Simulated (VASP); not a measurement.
# AlN (P6_3mc) in VASP: further runs, part 2 of 2

VASP 6.6.1. Earlier steps stand in the parts before.

## 3. Relaxation of the atoms, r2SCAN

Input file POSCAR:

```
AlN
1.0
    3.1110000000      0.0000000000      0.0000000000
   -1.5555000000      2.6942050300      0.0000000000
    0.0000000000      0.0000000000      4.9511140000
Al N
2 2
Direct
    0.3333333333      0.6666666667      0.0000000000
    0.6666666667      0.3333333333      0.5000000000
    0.3333333333      0.6666666667      0.3820000000
    0.6666666667      0.3333333333      0.8820000000
```

Input file INCAR.step1:

```
SYSTEM = AlN
PREC = Accurate
ENCUT = 520
ISMEAR = 0
SIGMA = 0.05
LREAL = .FALSE.
LASPH = .TRUE.
NELM = 100
GGA = PE
ALGO = Normal
EDIFF = 1E-4
LWAVE = .TRUE.
LCHARG = .FALSE.
```

Input file INCAR.step2:

```
SYSTEM = AlN
PREC = Accurate
ENCUT = 520
EDIFF = 1E-7
ISMEAR = 0
SIGMA = 0.05
LREAL = .FALSE.
LASPH = .TRUE.
NELM = 100
ALGO = Normal
ISIF = 2
LWAVE = .FALSE.
LCHARG = .FALSE.
METAGGA = R2SCAN
LMIXTAU = .TRUE.
IBRION = 2
NSW = 80
EDIFFG = -0.003
ISTART = 1
```

Input file KPOINTS:

```
Automatic mesh
0
G
  8 8 5
  0 0 0
```

Potentials or basis: VASP PAW PBE potentials, release 64 (Al, N).

Launch:

```bash
$ cat potpaw_PBE.64/Al/POTCAR potpaw_PBE.64/N/POTCAR > POTCAR
$ cp INCAR.step1 INCAR
$ mpirun -np 1 vasp_std > vasp.out
$ cp INCAR.step2 INCAR
$ mpirun -np 1 vasp_std > vasp.out
```

OUTCAR:

```text
SYSTEM = AlN
   PREC = Accurate
   ENCUT = 520
   EDIFF = 1E-7
   ISMEAR = 0
   LREAL = .FALSE.
   LASPH = .TRUE.
   NELM = 100
   ISIF = 2
   METAGGA = R2SCAN
   IBRION = 2
   NSW = 80
   EDIFFG = -0.003
   ISTART = 1

 ion  position               nearest neighbor table
   1  0.333  0.667  0.000-   4 1.89   4 1.89   4 1.89   3 1.89   2 3.06   2 3.06   2 3.06   2 3.06
                             2 3.06   2 3.06
   2  0.667  0.333  0.500-   3 1.89   3 1.89   3 1.89   4 1.89   1 3.06   1 3.06   1 3.06   1 3.06
                             1 3.06   1 3.06
   3  0.333  0.667  0.382-   2 1.89   2 1.89   2 1.89   1 1.89
   4  0.667  0.333  0.882-   1 1.89   1 1.89   1 1.89   2 1.89

  LATTYP: Found a hexagonal cell.
 ALAT       =     3.1110000000
 C/A-ratio  =     1.5914863388

  Lattice vectors:

 A1 = (   3.1110000000,   0.0000000000,   0.0000000000)
 A2 = (  -1.5555000000,   2.6942050300,   0.0000000000)
 A3 = (   0.0000000000,   0.0000000000,   4.9511140000)

Analysis of symmetry for initial positions (statically):
=====================================================================
 Subroutine PRICEL returns:
 Original cell was already a primitive cell.

 Routine SETGRP: Setting up the symmetry group for a
 hexagonal supercell.

 Subroutine GETGRP returns: Found 12 space group operations
 (whereof  6 operations were pure point group operations)
 out of a pool of 24 trial point group operations.

The static configuration has the point symmetry C_3v.
 The point group associated with its full space group is C_6v.

Analysis of symmetry for dynamics (positions and initial velocities):
=====================================================================
 Subroutine PRICEL returns:
 Original cell was already a primitive cell.

 Routine SETGRP: Setting up the symmetry group for a
 hexagonal supercell.

 Subroutine GETGRP returns: Found 12 space group operations
 (whereof  6 operations were pure point group operations)
 out of a pool of 24 trial point group operations.

The dynamic configuration has the point symmetry C_3v.
 The point group associated with its full space group is C_6v.

 Subroutine INISYM returns: Found 12 space group operations
 (whereof  6 operations are pure point group operations),
 and found     1 'primitive' translations

----------------------------------------------------------------------------------------

                                     Primitive cell

  volume of cell :      41.4986

  direct lattice vectors                    reciprocal lattice vectors
     3.111000000  0.000000000  0.000000000     0.321440051  0.185583500  0.000000000
    -1.555500000  2.694205030  0.000000000     0.000000000  0.371167001  0.000000000
     0.000000000  0.000000000  4.951114000     0.000000000  0.000000000  0.201974748

  length of vectors
     3.111000000  3.110999999  4.951114000     0.371167000  0.371167001  0.201974748

  position of ions in fractional coordinates (direct lattice)
     0.333333333  0.666666667  0.000000000
     0.666666667  0.333333333  0.500000000
     0.333333333  0.666666667  0.382000000
     0.666666667  0.333333333  0.882000000

[... 62 lines left out ...]
   total plane-waves  NPLWV =  23040
   dimension x,y,z NGX =    24 NGY =   24 NGZ =   40
   dimension x,y,z NGXF=    48 NGYF=   48 NGZF=   80
   ions per type =               2   2
   NGX,Y,Z   is equivalent  to a cutoff of  12.83, 12.83, 13.43 a.u.
   NGXF,Y,Z  is equivalent  to a cutoff of  25.65, 25.65, 26.86 a.u.
 SYSTEM =  AlN
   PREC   = accura    normal or accurate (medium, high low for compatibility)
   ISTART =      1    job   : 0-new  1-cont  2-samecut
   ICHARG =      0    charge: 1-file 2-atom 10-const
   ISPIN  =      1    spin polarized calculation?
   LNONCOLLINEAR =      F non collinear calculations
   LSORBIT =      F    spin-orbit coupling
   LASPH  =      T    aspherical Exc in radial PAW
   ENCUT  =  520.0 eV  38.22 Ry    6.18 a.u.   5.78  5.78  9.21*2*pi/ulx,y,z
   NELM   =    100;   NELMIN=  2; NELMDL=  0     # of ELM steps
   EDIFF  = 0.1E-06   stopping-criterion for ELM
   LREAL  =      F    real-space projection
   EDIFFG = -.3E-02   stopping-criterion for IOM
   NSW    =     80    number of steps for IOM
   IBRION =      2    ionic relax: 0-MD 1-quasi-New 2-CG
   NFREE  =      1    steps in history (QN), initial steepest desc. (CG)
   ISIF   =      2    stress and relaxation
   ISYM   =      2    0-nonsym 1-usesym 2-fastsym
   POTIM  = 0.5000    time-step for ionic-motion
   TEBEG  =    0.0;   TEEND  =   0.0 temperature during run
   PSTRESS=    0.0 pullay stress
   NELECT =      16.0000    total number of electrons
   NUPDOWN=      -1.0000    fix difference up-down
   EMIN   =  10.00;   EMAX   =-10.00  energy-range for DOS
   EFERMI =   0.00;   METHOD = LEGACY
   ISMEAR =     0;   SIGMA  =   0.05  broadening in eV -4-tet -1-fermi 0-gaus
   EFERMI_NEDOS =   21; number of points for ismear=-14 and -15
   IALGO  =     38    algorithm
   IMIX   =      4    mixing-type and parameters
     AMIX     =   0.40;   BMIX     =  1.00
     AMIX_MAG =   1.60;   BMIX_MAG =  1.00
  volume/ion in A,a.u.               =      10.37        70.01
  Fermi-wavevector in a.u.,A,eV,Ry     =   1.191526  2.251658 19.316666  1.419735
  Thomas-Fermi vector in A             =   2.327586
   LORBIT       =      0    0 simple, 1 ext, 2 COOP (PROOUT), +10 PAW based schemes
   METAGGA = R2SCAN    functional components
   LHFCALC =     F    Hartree Fock is set to
   AEXX    =    0.0000 exact exchange contribution
   IVDW    =     0    specifies the selected vdW correction
   LEPSILON=     F    determine dielectric tensor
   LRPA    =     F    only Hartree local field effects (RPA)
 conjugate gradient relaxation of ions
 non-spin polarized calculation
 Gauss-broadening in eV      SIGMA  =   0.05
  energy-cutoff  :      520.00
  volume of cell :       41.50
 maximum number of plane-waves:      1132
 NGX is ok and might be reduce to    24
   NGX = 11   NGY = 11   NGZ = 19

--------------------------------------- Ionic step        1  -------------------------------------------

 number of electron      15.9999997 magnetization

 Free energy of the ion-electron system (eV)
  ---------------------------------------------------
  ext. energy  EPLUGINS =         0.00000000
  ---------------------------------------------------
  free energy    TOTEN  =       -38.45479154 eV

  energy without entropy =      -38.45479154  energy(sigma->0) =      -38.45479154

------------------------ aborting loop because EDIFF is reached ----------------------------------------

  FORCE on cell =-STRESS in cart. coord.  units (eV):
  Direction    XX          YY          ZZ          XY          YZ          ZX
  --------------------------------------------------------------------------------------
  -------------------------------------------------------------------------------------
  Total       -0.1946265     -0.1946265      0.4906052      0.0000000      0.0000000      0.0000000
  in kB       -7.5141338     -7.5141338     18.9412713      0.0000000      0.0000000      0.0000000
  external PRESSURE =       1.3043345 kB  Pullay stress =       0.0000000 kB
[... 63 lines left out ...]
--------------------------------------- Ionic step        3  -------------------------------------------

 number of electron      15.9999997 magnetization

 Free energy of the ion-electron system (eV)
  ---------------------------------------------------
  ext. energy  EPLUGINS =         0.00000000
  ---------------------------------------------------
  free energy    TOTEN  =       -38.45507637 eV

  energy without entropy =      -38.45507637  energy(sigma->0) =      -38.45507637

 E-fermi :   6.2083     XC(G=0): -11.4295

 val. band max:        5.9899191518   @ k =   0.0000   0.0000   0.0000
 cond. band min:      10.8968708612   @ k =   0.0000   0.0000   0.0000
 fundamental gap:      4.9069517095
 Fermi energy:         6.2083059876

 k-point     1 :       0.0000    0.0000    0.0000
  band No.  band energies     occupation
      1     -10.0534      2.00000
      2      -7.8936      2.00000
      3      -0.1118      2.00000
      4       5.0217      2.00000
      5       5.0217      2.00000
      6       5.7034      2.00000
      7       5.7034      2.00000
      8       5.9899      2.00000
      9      10.8969      0.00000
     10      13.4470      0.00000
     11      17.6349      0.00000
     12      17.9408      0.00000
[... 331 lines left out ...]
 k-point    24 :       0.3750    0.0000    0.4000
  band No.  band energies     occupation
      1      -8.1743      2.00000
      2      -7.8019      2.00000
      3       0.6171      2.00000
      4       1.0240      2.00000
      5       3.9131      2.00000
      6       4.3364      2.00000
      7       4.7635      2.00000
      8       4.8497      2.00000
      9      12.0646      0.00000
     10      12.6985      0.00000
     11      16.0083      0.00000
     12      16.7417      0.00000

 [... further k-points ...]
[... 5 lines left out ...]
  --------------------------------------------------------------------------------------
  -------------------------------------------------------------------------------------
  Total       -0.1437671     -0.1437671      0.3696164      0.0000000      0.0000000     -0.0000000
  in kB       -5.5505567     -5.5505567     14.2701419      0.0000000      0.0000000     -0.0000000
  external PRESSURE =       1.0563428 kB  Pullay stress =       0.0000000 kB
[... 19 lines left out ...]
  FREE ENERGIE OF THE ION-ELECTRON SYSTEM (eV)
  ---------------------------------------------------
  free  energy   TOTEN  =       -38.4550763651 eV

  energy  without entropy=      -38.4550763651  energy(sigma->0) =      -38.45507637

 reached required accuracy - stopping structural energy minimisation
```

Run time: 59 s. Hardware: 1 thread of Intel Xeon 6975P-C (Granite Rapids), shared host; peak memory 0.16 GiB.

What came out:

| Property | Result |
| --- | --- |
| Free energy | -38.4551 eV |
| Energy gained by relaxing | 0.1 meV/atom |
| Ionic steps | 3 |
| Pressure after relaxing | 0.1 GPa |
| Band gap on the k mesh | 4.91 eV, direct |

The path:
```
step  energy change (eV)  largest force (eV/Å)  pressure (GPa)
   1              0.0000                0.0614            0.13
   2             -0.0003                0.0178            0.10
   3             -0.0003                0.0004            0.11
```

Final structure:
```xyz
4
Lattice="3.1110 0.0000 0.0000 -1.5555 2.6942 0.0000 0.0000 0.0000 4.9511" Properties=species:S:1:pos:R:3 pbc="T T T"
Al    0.0000    1.7961    4.9488
Al    1.5555    0.8981    2.4733
N     0.0000    1.7961    1.8936
N     1.5555    0.8981    4.3692
```

Caveat: the PAW data sets were made with another functional, which shifts forces and pressure a little. r2SCAN opens gaps a little over a GGA but as a rule still falls short of measured ones.
